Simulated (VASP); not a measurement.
W: single point with PBE

W, a slab with vacuum:

```
W
1.0
     2.85459    0.00000    0.00000
    -1.42730    2.47215    0.00000
     0.00000    0.00000   24.32307
W
5
Direct
  0.66667 0.33333 0.30835
  0.33333 0.66667 0.40417
  0.00000 0.00000 0.50000
  0.66667 0.33333 0.59583
  0.33333 0.66667 0.69165
```

```yaml
Program: VASP 6.6.1
Task: single point
Functional: PBE
Potentials_or_basis: VASP PAW PBE potentials, release 64 (W_sv)
Cutoff: 520 eV
k_mesh: 18 × 18 × 1
Occupations: gaussian, width 0.1 eV
Spin: no spin polarisation
```

```
Largest force          : 0.205 eV/Å
Band gap on the k mesh : zero (bands 35 and 36 overlap by 1.34 eV)
```

Forces in eV/Å, atoms in the order of the input:
```
W    0.000  0.000 -0.205
W    0.000  0.000  0.181
W    0.000  0.000  0.000
W    0.000  0.000 -0.181
W    0.000  0.000  0.205
```

Levels at points of the mesh, in eV from the Fermi level:
```csv
k point,band 32,band 33,band 34,band 35,band 36,band 37,band 38,band 39
"(0.00, 0.00, 0.00)",-0.41,-0.41,-0.39,-0.39,-0.05,-0.05,0.01,0.01
"(0.50, 0.00, 0.00)",-0.51,-0.34,0.30,0.65,1.36,1.62,1.87,3.14
```

Run time: 4.2 min on 1 thread of Intel(R) Xeon(R) 6975P-C (Granite Rapids), with other jobs on the host, peak memory 0.4 GiB.

Caveat: spin-orbit coupling is left out, which moves the levels of the heavy elements.
